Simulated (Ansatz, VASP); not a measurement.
**Two plane-wave programs on Al3Cu2**

The input INCAR:

```
  ALGO = Fast
  EDIFF = 1E-7
  ENCUT = 520
  GGA = PS
  ISIF = 2
  ISMEAR = 0
  LASPH = T
  LCHARG = F
  LREAL = F
  LWAVE = F
  NBANDS = 24
  NELM = 60
  PREC = Accurate
  SIGMA = 0.15
```

The input KPOINTS:

```
k-points
0
Gamma
  18 18 12
```

POSCAR

```
Al3Cu2
1.0
    4.3267423529      0.0000000000      0.0000000000
   -2.1633711765      3.7470687933      0.0000000000
    0.0000000000      0.0000000000      4.4705243456
Al Cu
3 2
Direct
    0.0000000000      0.0000000000      0.0000000000
    0.3333333333      0.6666666667      0.3515059809
    0.6666666667      0.3333333333      0.6484940191
    0.3333333333      0.6666666667      0.8422899817
    0.6666666667      0.3333333333      0.1577100183
```

Input for Ansatz:

```yaml
crystal:
  lattice:
    - [4.3267423529, 0.0, 0.0]
    - [-2.1633711765, 3.7470687933, 0.0]
    - [0.0, 0.0, 4.4705243456]
  atoms:
    - { symbol: Al, position: [0.0, 0.0, 0.0] }
    - { symbol: Al, position: [0.3333333333, 0.6666666667, 0.3515059809] }
    - { symbol: Al, position: [0.6666666667, 0.3333333333, 0.6484940191] }
    - { symbol: Cu, position: [0.3333333333, 0.6666666667, 0.8422899817] }
    - { symbol: Cu, position: [0.6666666667, 0.3333333333, 0.1577100183] }
basis:
  ecutwfc: 420
kpoints:
  mp_grid: { grid: [18, 18, 12] }
hamiltonian:
  xc: pbesol
scf:
  occupations: { method: gaussian, width: 0.15 }
output:
  forces: true
  stress: true
  eigenvalues: true
  write_density: true
  write_potential: true
  elf: true
  volumetric_format: npy
```

Alike in both runs: task single point; functional PBEsol; k mesh 18 × 18 × 12; occupations gaussian, width 0.15 eV; no spin polarisation.

|  | VASP | Ansatz |
| --- | --- | --- |
| version | VASP 6.6.1 | Ansatz 0.2.0 |
| potentials or method | VASP PAW PBE potentials, release 64 (Al, Cu), cutoff 520 eV | scalar-relativistic, plane waves, PAW |
| valence electrons in the cell | 31 | 47 |

```csv
,VASP,Ansatz,Ansatz less VASP
gap on the k mesh at the Fermi level (eV),none,none,-
pressure (GPa),6.3,5.7,-0.53
"traceless stress, the component that is largest in VASP (GPa)",25.63,25.63,+0.001
rms of the force components (eV/Å),0.323,0.328,+0.0046
```

VASP's potentials were made for PBE, not for PBEsol. Atom by atom the forces differ by 0.005 eV/Å (rms over components). A gap of «none» marks a metal or a gap that the smearing closes. The functional is the same, so the differences come from potentials, cutoffs and numerics. VASP's potentials hold 31 valence electrons a cell and Ansatz's 47, so a difference there can come from the potentials and not from the codes.
